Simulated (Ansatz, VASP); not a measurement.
# One calculation of Ta, two programs

```
Ta
1.0
    -1.61581    1.61581    1.61581
     1.61581   -1.61581    1.61581
     1.61581    1.61581   -1.61581
Ta
1
Direct
  0.00000 0.00000 0.00000
```

Alike in both runs: task single point; functional LDA; k mesh 18 × 18 × 18; occupations gaussian, width 0.05 eV; no spin polarisation.

|  | VASP | Ansatz |
| --- | --- | --- |
| version | VASP 6.6.1 | Ansatz 0.2.0 |
| potentials or method | VASP PAW LDA potentials, release 64 (Ta_pv), cutoff 520 eV | scalar-relativistic, plane waves, PAW |
| valence electrons in the cell | 11 | 13 |

VASP gave:

```
pressure (GPa) : 5.6
```

Task: Which values does Ansatz return?

Result: Pressure (GPa): 4.6.

LDA's correlation is that of Perdew and Zunger in VASP and of Perdew and Wang (1992) in Ansatz. VASP's potentials hold 11 valence electrons a cell and Ansatz's 13, so a difference there can come from the potentials and not from the codes.

Neither program's run includes spin-orbit coupling.
